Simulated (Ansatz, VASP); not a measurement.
Two plane-wave programs on KI

```
CELL_PARAMETERS angstrom
0.00000 3.50200 3.41093
3.50200 0.00000 3.41093
3.50200 3.50200 0.00000
ATOMIC_POSITIONS crystal
K 0.97103 0.97103 0.02897
I 0.50892 0.50892 0.49108
```

Change from the starting cell: mode 6 frozen in at -0.198 Å, equal normal strain along x and y +0.0267.

Alike in both runs: task single point; functional LDA; k mesh 6 × 6 × 6; occupations gaussian, width 0.05 eV; no spin polarisation.

|  | VASP | Ansatz |
| --- | --- | --- |
| version | VASP 6.6.1 | Ansatz 0.2.0 |
| potentials or method | VASP PAW LDA potentials, release 64 (K_sv, I), cutoff 520 eV | scalar-relativistic, plane waves, PAW |
| valence electrons in the cell | 16 | 26 |

VASP gave:

```
gap on the k mesh at the Fermi level (eV)                     : 3.74
least direct gap on the mesh (eV)                             : 3.74
pressure (GPa)                                                : -0.3
traceless stress, the component that is largest in VASP (GPa) : 1.46
rms of the force components (eV/Å)                            : 0.270
```

**Question.** Which values does Ansatz return?

**Answer.** gap on the k mesh at the Fermi level (eV): 3.73; least direct gap on the mesh (eV): 3.73; pressure (GPa): -0.3; traceless stress, the component that is largest in VASP (GPa): 1.44; rms of the force components (eV/Å): 0.265.

LDA's correlation is that of Perdew and Zunger in VASP and of Perdew and Wang (1992) in Ansatz. Atom by atom the forces differ by 0.005 eV/Å (rms over components). VASP's potentials hold 16 valence electrons a cell and Ansatz's 26, so a difference there can come from the potentials and not from the codes.

Neither program's run includes spin-orbit coupling.
